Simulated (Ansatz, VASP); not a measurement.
**One calculation of TaRu, two programs**

```
Ta Ru
1.0
     3.11821    0.00000    0.00000
     0.00000    3.11821    0.00000
     0.00000    0.00000    3.11821
Ta Ru
1 1
Direct
  0.50000 0.50000 0.50000
  0.00000 0.00000 0.00000
```

Alike in both runs: functional LDA; k mesh 14 × 14 × 14; occupations gaussian, width 0.1 eV; no spin polarisation.

Ansatz relaxed the structure, and its values are those at the end. VASP's run is a single point on that final structure, the one shown.

|  | VASP | Ansatz |
| --- | --- | --- |
| version | VASP 6.6.1 | Ansatz 0.2.0 |
| potentials or method | VASP PAW LDA potentials, release 64 (Ta_sv_GW, Ru_sv), cutoff 600 eV | scalar-relativistic, plane waves, PAW |
| valence electrons in the cell | 29 | 29 |

```csv
,VASP,Ansatz,Ansatz less VASP
gap on the k mesh at the Fermi level (eV),none,none,-
pressure (GPa),0.4,0.0,-0.44
```

LDA's correlation is that of Perdew and Zunger in VASP and of Perdew and Wang (1992) in Ansatz. A gap of «none» marks a metal or a gap that the smearing closes.

Spin-orbit coupling is off throughout.
